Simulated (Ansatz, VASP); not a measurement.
# MgS: VASP beside Ansatz

```
Mg S
1.0
     0.00000    2.66669    2.73173
     2.66669    0.00000    2.73173
     2.66669    2.66669    0.00000
Mg S
1 1
Direct
  0.00000 0.00000 0.00000
  0.50000 0.50000 0.50000
```

Change from the starting cell: strain +0.025 along x and y, +0.050 along z, atoms carried along.

Alike in both runs: task single point; functional PBE; k mesh 8 × 8 × 8; occupations gaussian, width 0.05 eV; no spin polarisation.

```csv
,VASP,Ansatz
version,VASP 6.6.1,Ansatz 0.2.0
potentials or method,"VASP PAW PBE potentials, release 64 (Mg, S), cutoff 520 eV","scalar-relativistic, plane waves, PAW"
valence electrons in the cell,8,16
```

```csv
,VASP,Ansatz,Ansatz less VASP
gap on the k mesh at the Fermi level (eV),2.46,2.48,+0.019
least direct gap on the mesh (eV),2.92,2.93,+0.015
pressure (GPa),-5.4,-5.1,+0.26
"traceless stress, the component that is largest in VASP (GPa)",-0.86,-0.87,-0.012
```

With one functional, cell and mesh, what is left measures potentials, basis and numerics. VASP's potentials hold 8 valence electrons a cell and Ansatz's 16, so a difference there can come from the potentials and not from the codes.
